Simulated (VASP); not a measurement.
# ZnS (P6_3mc) in VASP: single point with PBE

Aim: the single point of ZnS with PBE.

Program: VASP 6.6.1. These are calculated values, not measurements. Logs are shortened: lines on timing, memory, paths and dates and some standing lists are left out, and cuts for length are marked.

### 1 The cell of the first run

It takes space group P6_3mc (No. 186, hexagonal). The conventional cell has a = 3.811 Å, b = 3.811 Å, c = 6.234 Å, α = 90.00°, β = 90.00°, γ = 120.00°. Zn (site symmetry 3m) has 4 S at 2.31 to 2.40 Å within 3.1 Å. Within 3.1 Å of S (site symmetry 3m) lie 4 Zn at 2.31 to 2.40 Å.

### 2 Single point, PBE

The input, INCAR:

```
SYSTEM = ZnS
PREC = Accurate ; ENCUT = 520
EDIFF = 1E-6 ; ISMEAR = -1
SIGMA = 0.02 ; LREAL = .False.
LASPH = .True. ; NELM = 60
ALGO = Normal ; ISIF = 2
LWAVE = .False. ; LCHARG = .False.
GGA = PE ; NBANDS = 26
```

The input, KPOINTS:

```
regular mesh
0
Gamma
  12 12 6
  0 0 0
```

The input, POSCAR:

```
ZnS
1.0
    3.8109987816      0.0000000000      0.0000000000
   -1.9054993908      3.3004217586      0.0000000000
    0.0000000000      0.0000000000      6.2340000000
Zn S
2 2
Direct
    0.3333333333      0.6666666667      0.0000000000
    0.6666666667      0.3333333333      0.5000000000
    0.3333333333      0.6666666667      0.3850000000
    0.6666666667      0.3333333333      0.8850000000
```

Potentials or basis: VASP PAW PBE potentials, release 64 (Zn, S).

Launch:

```
cat potpaw_PBE.64/Zn/POTCAR potpaw_PBE.64/S/POTCAR > POTCAR
mpirun -np 1 vasp_std > vasp.out
```

OUTCAR:

```text
SYSTEM = ZnS
   PREC = Accurate
   ENCUT = 520
   EDIFF = 1E-6
   ISMEAR = -1
   LREAL = .False.
   LASPH = .True.
   NELM = 60
   ISIF = 2
   GGA = PE

 ion  position               nearest neighbor table
   1  0.333  0.667  0.000-   4 2.31   4 2.31   4 2.31   3 2.40
   2  0.667  0.333  0.500-   3 2.31   3 2.31   3 2.31   4 2.40
   3  0.333  0.667  0.385-   2 2.31   2 2.31   2 2.31   1 2.40
   4  0.667  0.333  0.885-   1 2.31   1 2.31   1 2.31   2 2.40

  LATTYP: Found a hexagonal cell.
 ALAT       =     3.8109987816
 C/A-ratio  =     1.6357916539

  Lattice vectors:

 A1 = (   3.8109987816,   0.0000000000,   0.0000000000)
 A2 = (  -1.9054993908,   3.3004217586,   0.0000000000)
 A3 = (   0.0000000000,   0.0000000000,   6.2340000000)

Analysis of symmetry for initial positions (statically):
=====================================================================
 Subroutine PRICEL returns:
 Original cell was already a primitive cell.

 Routine SETGRP: Setting up the symmetry group for a
 hexagonal supercell.

 Subroutine GETGRP returns: Found 12 space group operations
 (whereof  6 operations were pure point group operations)
 out of a pool of 24 trial point group operations.

The static configuration has the point symmetry C_3v.
 The point group associated with its full space group is C_6v.

Analysis of symmetry for dynamics (positions and initial velocities):
=====================================================================
 Subroutine PRICEL returns:
 Original cell was already a primitive cell.

 Routine SETGRP: Setting up the symmetry group for a
 hexagonal supercell.

 Subroutine GETGRP returns: Found 12 space group operations
 (whereof  6 operations were pure point group operations)
 out of a pool of 24 trial point group operations.

The dynamic configuration has the point symmetry C_3v.
 The point group associated with its full space group is C_6v.

 Subroutine INISYM returns: Found 12 space group operations
 (whereof  6 operations are pure point group operations),
 and found     1 'primitive' translations

----------------------------------------------------------------------------------------

                                     Primitive cell

  volume of cell :      78.4106

  direct lattice vectors                    reciprocal lattice vectors
     3.810998782  0.000000000  0.000000000     0.262398405  0.151495789  0.000000000
    -1.905499391  3.300421759  0.000000000     0.000000000  0.302991579  0.000000000
     0.000000000  0.000000000  6.234000000     0.000000000  0.000000000  0.160410651

  length of vectors
     3.810998782  3.810998782  6.234000000     0.302991579  0.302991579  0.160410651

  position of ions in fractional coordinates (direct lattice)
     0.333333333  0.666666667  0.000000000
     0.666666667  0.333333333  0.500000000
     0.333333333  0.666666667  0.385000000
     0.666666667  0.333333333  0.885000000

  ion indices of the primitive-cell ions
   primitive index   ion index
                 1           1
                 2           2
                 3           3
                 4           4

----------------------------------------------------------------------------------------

 KPOINTS: regular mesh

Automatic generation of k-mesh.
 Grid dimensions read from file:
 generate k-points for:   12   12    6

 Generating k-lattice:

  Cartesian coordinates                     Fractional coordinates (reciprocal lattice)
     0.021866534  0.012624649  0.000000000     0.083333333  0.000000000  0.000000000
     0.000000000  0.025249298  0.000000000     0.000000000  0.083333333  0.000000000
     0.000000000  0.000000000  0.026735109     0.000000000  0.000000000  0.166666667

  Length of vectors
     0.025249298  0.025249298  0.026735109

  Shift w.r.t. Gamma in fractional coordinates (k-lattice)
     0.000000000  0.000000000  0.000000000

 Subroutine IBZKPT returns following result:
 ===========================================

 Found     76 irreducible k-points:

 Following reciprocal coordinates:
            Coordinates               Weight
  0.000000  0.000000  0.000000      1.000000
  0.083333  0.000000  0.000000      6.000000
  0.166667  0.000000  0.000000      6.000000
  0.250000 -0.000000  0.000000      6.000000
  0.333333 -0.000000  0.000000      6.000000
  0.416667 -0.000000  0.000000      6.000000
[... 16 lines left out ...]
  0.250000 -0.000000  0.166667     12.000000
  0.333333 -0.000000  0.166667     12.000000
 [... further k-points ...]
   k-points           NKPTS =     76   k-points in BZ     NKDIM =     76   number of bands    NBANDS=     26
   number of dos      NEDOS =    301   number of ions     NIONS =      4
   total plane-waves  NPLWV =  37632
   dimension x,y,z NGX =    28 NGY =   28 NGZ =   48
   dimension x,y,z NGXF=    56 NGYF=   56 NGZF=   96
   ions per type =               2   2
   NGX,Y,Z   is equivalent  to a cutoff of  12.21, 12.21, 12.80 a.u.
   NGXF,Y,Z  is equivalent  to a cutoff of  24.43, 24.43, 25.60 a.u.
 SYSTEM =  ZnS
   PREC   = accura    normal or accurate (medium, high low for compatibility)
   ISTART =      0    job   : 0-new  1-cont  2-samecut
   ICHARG =      2    charge: 1-file 2-atom 10-const
   ISPIN  =      1    spin polarized calculation?
   LNONCOLLINEAR =      F non collinear calculations
   LSORBIT =      F    spin-orbit coupling
   LASPH  =      T    aspherical Exc in radial PAW
   ENCUT  =  520.0 eV  38.22 Ry    6.18 a.u.   7.09  7.09 11.59*2*pi/ulx,y,z
   NELM   =     60;   NELMIN=  2; NELMDL= -5     # of ELM steps
   EDIFF  = 0.1E-05   stopping-criterion for ELM
   LREAL  =      F    real-space projection
   EDIFFG = 0.1E-04   stopping-criterion for IOM
   NSW    =      0    number of steps for IOM
   IBRION =     -1    ionic relax: 0-MD 1-quasi-New 2-CG
   NFREE  =      0    steps in history (QN), initial steepest desc. (CG)
   ISIF   =      2    stress and relaxation
   ISYM   =      2    0-nonsym 1-usesym 2-fastsym
   POTIM  = 0.5000    time-step for ionic-motion
   TEBEG  =    0.0;   TEEND  =   0.0 temperature during run
   PSTRESS=    0.0 pullay stress
   NELECT =      36.0000    total number of electrons
   NUPDOWN=      -1.0000    fix difference up-down
   EMIN   =  10.00;   EMAX   =-10.00  energy-range for DOS
   EFERMI =   0.00;   METHOD = LEGACY
   ISMEAR =    -1;   SIGMA  =   0.02  broadening in eV -4-tet -1-fermi 0-gaus
   EFERMI_NEDOS =   21; number of points for ismear=-14 and -15
   IALGO  =     38    algorithm
   IMIX   =      4    mixing-type and parameters
     AMIX     =   0.40;   BMIX     =  1.00
     AMIX_MAG =   1.60;   BMIX_MAG =  1.00
  volume/ion in A,a.u.               =      19.60       132.29
  Fermi-wavevector in a.u.,A,eV,Ry     =   1.262944  2.386617 21.701656  1.595027
  Thomas-Fermi vector in A             =   2.396326
   LORBIT       =      0    0 simple, 1 ext, 2 COOP (PROOUT), +10 PAW based schemes
   GGA     = PE    functional components
   LHFCALC =     F    Hartree Fock is set to
   AEXX    =    0.0000 exact exchange contribution
   IVDW    =     0    specifies the selected vdW correction
   LEPSILON=     F    determine dielectric tensor
   LRPA    =     F    only Hartree local field effects (RPA)
 non-spin polarized calculation
  energy-cutoff  :      520.00
  volume of cell :       78.41
 maximum number of plane-waves:      2133
   NGX = 15   NGY = 15   NGZ = 23

 number of electron      35.9999977 magnetization

 Free energy of the ion-electron system (eV)
  ---------------------------------------------------
  ext. energy  EPLUGINS =         0.00000000
  ---------------------------------------------------
  free energy    TOTEN  =       -13.65412047 eV

  energy without entropy =      -13.65412047  energy(sigma->0) =      -13.65412047

 E-fermi :   2.5245     XC(G=0):  -9.6513

 val. band max:        2.1623871471   @ k =   0.0000   0.0000   0.0000
 cond. band min:       4.4156238297   @ k =   0.0000   0.0000   0.0000
 fundamental gap:      2.2532366826
 Fermi energy:         2.5244551730

 k-point     1 :       0.0000    0.0000    0.0000
  band No.  band energies     occupation
      1     -11.0312      2.00000
      2     -10.1082      2.00000
      3      -4.2064      2.00000
      4      -4.2064      2.00000
      5      -4.1421      2.00000
      6      -4.1421      2.00000
[... 18 lines left out ...]
     25       9.7855      0.00000
     26      11.4721      0.00000

 k-point     2 :       0.0833    0.0000    0.0000
  band No.  band energies     occupation
      1     -10.9833      2.00000
      2     -10.0803      2.00000
      3      -4.2109      2.00000
      4      -4.1948      2.00000
      5      -4.1389      2.00000
      6      -4.1274      2.00000
[... 18 lines left out ...]
     25      10.0065      0.00000
     26      11.1612      0.00000

 k-point     3 :       0.1667    0.0000    0.0000
  band No.  band energies     occupation
      1     -10.8461      2.00000
      2     -10.0044      2.00000
      3      -4.2182      2.00000
      4      -4.1640      2.00000
      5      -4.1295      2.00000
      6      -4.0868      2.00000
[... 18 lines left out ...]
     25      10.4512      0.00000
     26      10.6177      0.00000

 k-point     4 :       0.2500   -0.0000    0.0000
  band No.  band energies     occupation
      1     -10.6399      2.00000
      2      -9.9044      2.00000
      3      -4.2164      2.00000
      4      -4.1253      2.00000
      5      -4.1116      2.00000
      6      -4.0285      2.00000
[... 18 lines left out ...]
     25      10.6043      0.00000
     26      11.1018      0.00000

 k-point     5 :       0.3333   -0.0000    0.0000
  band No.  band energies     occupation
      1     -10.4017      2.00000
      2      -9.8164      2.00000
      3      -4.1977      2.00000
      4      -4.0922      2.00000
      5      -4.0772      2.00000
      6      -3.9658      2.00000
[... 18 lines left out ...]
     25      10.8423      0.00000
     26      11.8376      0.00000

 k-point     6 :       0.4167   -0.0000    0.0000
  band No.  band energies     occupation
      1     -10.1900      2.00000
      2      -9.7750      2.00000
      3      -4.1773      2.00000
      4      -4.0726      2.00000
      5      -4.0085      2.00000
      6      -3.9202      2.00000
[... 427 lines left out ...]
 k-point    21 :       0.0833    0.0000    0.1667
  band No.  band energies     occupation
      1     -10.9311      2.00000
      2     -10.1510      2.00000
      3      -4.2096      2.00000
      4      -4.1919      2.00000
      5      -4.1459      2.00000
      6      -4.1336      2.00000
[... 18 lines left out ...]
     25       9.8403      0.00000
     26      10.9409      0.00000

 k-point    22 :       0.1667    0.0000    0.1667
  band No.  band energies     occupation
      1     -10.7965      2.00000
      2     -10.0689      2.00000
      3      -4.2188      2.00000
      4      -4.1603      2.00000
      5      -4.1386      2.00000
      6      -4.0929      2.00000
[... 18 lines left out ...]
     25      10.4418      0.00000
     26      10.6493      0.00000

 k-point    23 :       0.2500   -0.0000    0.1667
  band No.  band energies     occupation
      1     -10.5951      2.00000
      2      -9.9586      2.00000
      3      -4.2183      2.00000
      4      -4.1233      2.00000
      5      -4.1198      2.00000
      6      -4.0349      2.00000
[... 18 lines left out ...]
     25      10.7345      0.00000
     26      11.3078      0.00000

 k-point    24 :       0.3333   -0.0000    0.1667
  band No.  band energies     occupation
      1     -10.3641      2.00000
      2      -9.8569      2.00000
      3      -4.2017      2.00000
      4      -4.0941      2.00000
      5      -4.0845      2.00000
      6      -3.9749      2.00000
[... 18 lines left out ...]
     25      10.9531      0.00000
     26      11.9655      0.00000

 [... further k-points ...]
[... 5 lines left out ...]
  --------------------------------------------------------------------------------------
  -------------------------------------------------------------------------------------
  Total        1.5554564      1.5554564      0.5496408      0.0000000      0.0000000      0.0000000
  in kB       31.7828888     31.7828888     11.2308993      0.0000000      0.0000000      0.0000000
  external PRESSURE =      24.9322256 kB  Pullay stress =       0.0000000 kB

 VOLUME and BASIS-vectors are now :
 -----------------------------------------------------------------------------
  energy-cutoff  :      520.00
  volume of cell :       78.41
      direct lattice vectors                 reciprocal lattice vectors
     3.810998782  0.000000000  0.000000000     0.262398405  0.151495789  0.000000000
    -1.905499391  3.300421759  0.000000000     0.000000000  0.302991579  0.000000000
     0.000000000  0.000000000  6.234000000     0.000000000  0.000000000  0.160410651

 POSITION                                       TOTAL-FORCE (eV/Angst)
 -----------------------------------------------------------------------------------
     -0.00000      2.20028      0.00000        -0.000000      0.000000      0.322601
      1.90550      1.10014      3.11700         0.000000     -0.000000      0.322601
     -0.00000      2.20028      2.40009         0.000000     -0.000000     -0.322601
      1.90550      1.10014      5.51709         0.000000     -0.000000     -0.322601
 -----------------------------------------------------------------------------------
    total drift:                               -0.000000     -0.000000      0.000468

  FREE ENERGIE OF THE ION-ELECTRON SYSTEM (eV)
  ---------------------------------------------------
  free  energy   TOTEN  =       -13.6541204693 eV

  energy  without entropy=      -13.6541204692  energy(sigma->0) =      -13.65412047
```

Run time: 95 s. Hardware: 1 thread of Intel Xeon Platinum 8259CL at 2.50GHz (Skylake/Cascade Lake), shared host; peak memory 0.27 GiB.

Results:

| Quantity | Value |
| --- | --- |
| Free energy | -13.6541 eV |
| Pressure | 2.5 GPa |
| Largest force | 0.323 eV/Å |
| Band gap on the k mesh | 2.25 eV |

Forces in eV/Å, atoms in the order of the input:
```
Zn   0.000  0.000  0.323
Zn   0.000  0.000  0.323
S    0.000  0.000 -0.323
S    0.000  0.000 -0.323
```
